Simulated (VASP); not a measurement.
# Rh (Fm-3m) in VASP: notebook

Runs on Rh. Level: r2SCAN. Tasks: single point, relaxation of cell and atoms.

Everything below comes from runs of VASP 6.6.1. Logs are shortened: lines on timing, memory, paths and dates and some standing lists are left out, and cuts for length are marked.

## Step 1: The cell of the first run

Symmetry: Fm-3m, No. 225, cubic system. The conventional cell has a = 3.800 Å, b = 3.800 Å, c = 3.800 Å, α = 90.00°, β = 90.00°, γ = 90.00°. Within 3.5 Å of Rh (site symmetry m-3m) lie 12 Rh at 2.69 Å.

## Step 2: Single point, r2SCAN

The input, POSCAR:

```
Rh
1.0
    0.0000000000      1.8999879732      1.8999879732
    1.8999879732      0.0000000000      1.8999879732
    1.8999879732      1.8999879732      0.0000000000
Rh
1
Direct
    0.0000000000      0.0000000000      0.0000000000
```

The input, INCAR.step1:

```
SYSTEM = Rh
  PREC = Accurate
  ENCUT = 520
  ISMEAR = -1
  SIGMA = 0.05
  LREAL = .False.
  LASPH = .True.
  NELM = 100
  NBANDS = 14
  GGA = PE
  ALGO = Normal
  EDIFF = 1E-4
  LWAVE = .True.
  LCHARG = .False.
```

The input, INCAR.step2:

```
SYSTEM = Rh
  PREC = Accurate
  ENCUT = 520
  EDIFF = 1E-6
  ISMEAR = -1
  SIGMA = 0.05
  LREAL = .False.
  LASPH = .True.
  NELM = 100
  ALGO = Normal
  ISIF = 2
  LWAVE = .False.
  LCHARG = .False.
  METAGGA = R2SCAN
  LMIXTAU = .True.
  NBANDS = 14
  ISTART = 1
```

The input, KPOINTS:

```
Automatic mesh
0
Gamma
  20 20 20
  0 0 0
```

Potentials or basis: VASP PAW PBE potentials, release 64 (Rh_pv).

On the command line:

```bash
cat potpaw_PBE.64/Rh_pv/POTCAR > POTCAR
cp INCAR.step1 INCAR
mpirun -np 1 vasp_std > vasp.out
cp INCAR.step2 INCAR
mpirun -np 1 vasp_std > vasp.out
```

OUTCAR:

```text
SYSTEM = Rh
   PREC = Accurate
   ENCUT = 520
   EDIFF = 1E-6
   ISMEAR = -1
   LREAL = .False.
   LASPH = .True.
   NELM = 100
   ISIF = 2
   METAGGA = R2SCAN
   ISTART = 1

 ion  position               nearest neighbor table
   1  0.000  0.000  0.000-

  LATTYP: Found a face centered cubic cell.
 ALAT       =     3.7999759464

  Lattice vectors:

 A1 = (   0.0000000000,   1.8999879732,   1.8999879732)
 A2 = (   1.8999879732,   0.0000000000,   1.8999879732)
 A3 = (   1.8999879732,   1.8999879732,   0.0000000000)

Analysis of symmetry for initial positions (statically):
=====================================================================
 Subroutine PRICEL returns:
 Original cell was already a primitive cell.

 Routine SETGRP: Setting up the symmetry group for a
 face centered cubic supercell.

 Subroutine GETGRP returns: Found 48 space group operations
 (whereof 48 operations were pure point group operations)
 out of a pool of 48 trial point group operations.

The static configuration has the point symmetry O_h .

Analysis of symmetry for dynamics (positions and initial velocities):
=====================================================================
 Subroutine PRICEL returns:
 Original cell was already a primitive cell.

 Routine SETGRP: Setting up the symmetry group for a
 face centered cubic supercell.

 Subroutine GETGRP returns: Found 48 space group operations
 (whereof 48 operations were pure point group operations)
 out of a pool of 48 trial point group operations.

The dynamic configuration has the point symmetry O_h .

 Subroutine INISYM returns: Found 48 space group operations
 (whereof 48 operations are pure point group operations),
 and found     1 'primitive' translations

----------------------------------------------------------------------------------------

                                     Primitive cell

  volume of cell :      13.7177

  direct lattice vectors                    reciprocal lattice vectors
     0.000000000  1.899987973  1.899987973    -0.263159561  0.263159561  0.263159561
     1.899987973  0.000000000  1.899987973     0.263159561 -0.263159561  0.263159561
     1.899987973  1.899987973  0.000000000     0.263159561  0.263159561 -0.263159561

  length of vectors
     2.686988760  2.686988760  2.686988760     0.455805729  0.455805729  0.455805729

  position of ions in fractional coordinates (direct lattice)
     0.000000000  0.000000000  0.000000000

  ion indices of the primitive-cell ions
   primitive index   ion index
                 1           1

----------------------------------------------------------------------------------------

 KPOINTS: Automatic mesh

Automatic generation of k-mesh.
 Grid dimensions read from file:
 generate k-points for:   20   20   20

 Generating k-lattice:

  Cartesian coordinates                     Fractional coordinates (reciprocal lattice)
    -0.013157978  0.013157978  0.013157978     0.050000000  0.000000000  0.000000000
     0.013157978 -0.013157978  0.013157978     0.000000000  0.050000000  0.000000000
     0.013157978  0.013157978 -0.013157978     0.000000000  0.000000000  0.050000000

  Length of vectors
     0.022790286  0.022790286  0.022790286

  Shift w.r.t. Gamma in fractional coordinates (k-lattice)
     0.000000000  0.000000000  0.000000000

 Subroutine IBZKPT returns following result:
 ===========================================

 Found    256 irreducible k-points:

 Following reciprocal coordinates:
            Coordinates               Weight
  0.000000  0.000000  0.000000      1.000000
  0.050000  0.000000  0.000000      8.000000
  0.100000  0.000000  0.000000      8.000000
  0.150000  0.000000  0.000000      8.000000
  0.200000  0.000000  0.000000      8.000000
  0.250000  0.000000  0.000000      8.000000
[... 16 lines left out ...]
 -0.400000  0.050000  0.000000     24.000000
 -0.350000  0.050000  0.000000     24.000000
 [... further k-points ...]
   k-points           NKPTS =    256   k-points in BZ     NKDIM =    256   number of bands    NBANDS=     14
   number of dos      NEDOS =    301   number of ions     NIONS =      1
   total plane-waves  NPLWV =   8000
   dimension x,y,z NGX =    20 NGY =   20 NGZ =   20
   dimension x,y,z NGXF=    40 NGYF=   40 NGZF=   40
   ions per type =               1
   NGX,Y,Z   is equivalent  to a cutoff of  12.37, 12.37, 12.37 a.u.
   NGXF,Y,Z  is equivalent  to a cutoff of  24.75, 24.75, 24.75 a.u.
 SYSTEM =  Rh
   PREC   = accura    normal or accurate (medium, high low for compatibility)
   ISTART =      1    job   : 0-new  1-cont  2-samecut
   ICHARG =      0    charge: 1-file 2-atom 10-const
   ISPIN  =      1    spin polarized calculation?
   LNONCOLLINEAR =      F non collinear calculations
   LSORBIT =      F    spin-orbit coupling
   LASPH  =      T    aspherical Exc in radial PAW
   ENCUT  =  520.0 eV  38.22 Ry    6.18 a.u.   5.00  5.00  5.00*2*pi/ulx,y,z
   NELM   =    100;   NELMIN=  2; NELMDL=  0     # of ELM steps
   EDIFF  = 0.1E-05   stopping-criterion for ELM
   LREAL  =      F    real-space projection
   EDIFFG = 0.1E-04   stopping-criterion for IOM
   NSW    =      0    number of steps for IOM
   IBRION =     -1    ionic relax: 0-MD 1-quasi-New 2-CG
   NFREE  =      0    steps in history (QN), initial steepest desc. (CG)
   ISIF   =      2    stress and relaxation
   ISYM   =      2    0-nonsym 1-usesym 2-fastsym
   POTIM  = 0.5000    time-step for ionic-motion
   TEBEG  =    0.0;   TEEND  =   0.0 temperature during run
   PSTRESS=    0.0 pullay stress
   NELECT =      15.0000    total number of electrons
   NUPDOWN=      -1.0000    fix difference up-down
   EMIN   =  10.00;   EMAX   =-10.00  energy-range for DOS
   EFERMI =   0.00;   METHOD = LEGACY
   ISMEAR =    -1;   SIGMA  =   0.05  broadening in eV -4-tet -1-fermi 0-gaus
   EFERMI_NEDOS =   21; number of points for ismear=-14 and -15
   IALGO  =     38    algorithm
   IMIX   =      4    mixing-type and parameters
     AMIX     =   0.40;   BMIX     =  1.00
     AMIX_MAG =   1.60;   BMIX_MAG =  1.00
  volume/ion in A,a.u.               =      13.72        92.57
  Fermi-wavevector in a.u.,A,eV,Ry     =   1.686596  3.187204 38.703215  2.844606
  Thomas-Fermi vector in A             =   2.769233
   LORBIT       =      0    0 simple, 1 ext, 2 COOP (PROOUT), +10 PAW based schemes
   METAGGA = R2SCAN    functional components
   LHFCALC =     F    Hartree Fock is set to
   AEXX    =    0.0000 exact exchange contribution
   IVDW    =     0    specifies the selected vdW correction
   LEPSILON=     F    determine dielectric tensor
   LRPA    =     F    only Hartree local field effects (RPA)
 non-spin polarized calculation
  energy-cutoff  :      520.00
  volume of cell :       13.72
 maximum number of plane-waves:       380
   NGX =  9   NGY =  9   NGZ =  9

 number of electron      15.0000007 magnetization

 Free energy of the ion-electron system (eV)
  ---------------------------------------------------
  ext. energy  EPLUGINS =         0.00000000
  ---------------------------------------------------
  free energy    TOTEN  =       -24.14337843 eV

  energy without entropy =      -24.13422043  energy(sigma->0) =      -24.13879943

 E-fermi :  11.7775     XC(G=0): -15.2212

 val. band max:       11.7759157330   @ k =  -0.3000   0.2500   0.1000
 cond. band min:      11.7786310045   @ k =  -0.4500   0.4500   0.0000
 fundamental gap:      0.0027152715
 Fermi energy:        11.7774724893

 k-point     1 :       0.0000    0.0000    0.0000
  band No.  band energies     occupation
      1     -36.0132      2.00000
      2     -36.0132      2.00000
      3     -36.0132      2.00000
      4       3.5784      2.00000
      5       8.5941      2.00000
      6       8.5941      2.00000
      7       8.5941      2.00000
      8      10.7021      2.00000
      9      10.7021      2.00000
     10      28.4891      0.00000
     11      29.1670      0.00000
     12      34.2548      0.00000
     13      34.2548      0.00000
     14      34.2548      0.00000

 k-point     2 :       0.0500    0.0000    0.0000
  band No.  band energies     occupation
      1     -36.0333      2.00000
      2     -36.0159      2.00000
      3     -36.0159      2.00000
      4       3.6845      2.00000
      5       8.5464      2.00000
      6       8.6357      2.00000
      7       8.6357      2.00000
      8      10.6788      2.00000
      9      10.6788      2.00000
     10      28.6420      0.00000
     11      29.1669      0.00000
     12      33.6587      0.00000
     13      34.4075      0.00000
     14      34.4075      0.00000

 k-point     3 :       0.1000    0.0000    0.0000
  band No.  band energies     occupation
      1     -36.0915      2.00000
      2     -36.0237      2.00000
      3     -36.0237      2.00000
      4       3.9916      2.00000
      5       8.4231      2.00000
      6       8.7474      2.00000
      7       8.7474      2.00000
      8      10.6250      2.00000
      9      10.6250      2.00000
     10      29.0601      0.00000
     11      29.1664      0.00000
     12      32.3556      0.00000
     13      34.8534      0.00000
     14      34.8535      0.00000
[... 324 lines left out ...]
 k-point    23 :      -0.4000    0.0500    0.0000
  band No.  band energies     occupation
      1     -36.7494      2.00000
      2     -36.1345      2.00000
      3     -36.1132      2.00000
      4       5.5698      2.00000
      5       8.5070      2.00000
      6       8.6081      2.00000
      7      11.0255      2.00000
      8      11.9697      0.04189
      9      12.9527      0.00000
     10      22.1940      0.00000
     11      28.4912      0.00000
     12      29.1666      0.00000
     13      33.9331      0.00000
     14      35.0341      0.00000

 k-point    24 :      -0.3500    0.0500    0.0000
  band No.  band energies     occupation
      1     -36.6750      2.00000
      2     -36.1261      2.00000
      3     -36.0998      2.00000
      4       5.6549      2.00000
      5       8.6281      2.00000
      6       8.7134      2.00000
      7      10.1998      2.00000
      8      11.5722      1.96756
      9      12.3758      0.00001
     10      23.7552      0.00000
     11      28.9628      0.00000
     12      29.1667      0.00000
     13      34.5432      0.00000
     14      36.2149      0.00000

 [... further k-points ...]

------------------------ aborting loop because EDIFF is reached ----------------------------------------

  FORCE on cell =-STRESS in cart. coord.  units (eV):
  Direction    XX          YY          ZZ          XY          YZ          ZX
  --------------------------------------------------------------------------------------
  -------------------------------------------------------------------------------------
  Total        0.1030792      0.1030792      0.1030792      0.0000000     -0.0000000      0.0000000
  in kB       12.0392446     12.0392446     12.0392446      0.0000000     -0.0000000      0.0000000
  external PRESSURE =      12.0392446 kB  Pullay stress =       0.0000000 kB

 VOLUME and BASIS-vectors are now :
 -----------------------------------------------------------------------------
  energy-cutoff  :      520.00
  volume of cell :       13.72
      direct lattice vectors                 reciprocal lattice vectors
     0.000000000  1.899987973  1.899987973    -0.263159561  0.263159561  0.263159561
     1.899987973  0.000000000  1.899987973     0.263159561 -0.263159561  0.263159561
     1.899987973  1.899987973  0.000000000     0.263159561  0.263159561 -0.263159561

 POSITION                                       TOTAL-FORCE (eV/Angst)
 -----------------------------------------------------------------------------------
      0.00000      0.00000      0.00000        -0.000000      0.000000     -0.000000
 -----------------------------------------------------------------------------------
    total drift:                                0.000000     -0.000000      0.000000

  FREE ENERGIE OF THE ION-ELECTRON SYSTEM (eV)
  ---------------------------------------------------
  free  energy   TOTEN  =       -24.1433784306 eV

  energy  without entropy=      -24.1342204317  energy(sigma->0) =      -24.13879943
```

It took 91 s on 1 thread of Intel Xeon Platinum 8488C (Sapphire Rapids), shared host; peak memory 0.16 GiB.

What came out:

| Item | Value |
| --- | --- |
| Free energy | -24.1434 eV |
| Pressure | 1.2 GPa |
| Band gap on the k mesh | zero (an odd number of electrons rules out a gap without spin polarisation) |

Levels at points of the mesh, in eV from the Fermi level:
```tsv
k point	band 5	band 6	band 7	band 8	band 9	band 10
(0.00, 0.00, 0.00)	-3.18	-3.18	-3.18	-1.08	-1.08	16.71
(0.50, 0.00, 0.00)	-3.30	-3.30	0.59	0.59	0.90	9.11
(0.50, 0.50, 0.00)	-6.20	0.52	1.05	1.05	3.48	12.90
```

Caveat: an empty level that is flat over the whole mesh can mark a ghost state of the potentials, or a narrow d or f band; the PAW data sets were made with another functional, which shifts forces and pressure a little.

[end of part 1 of 2]
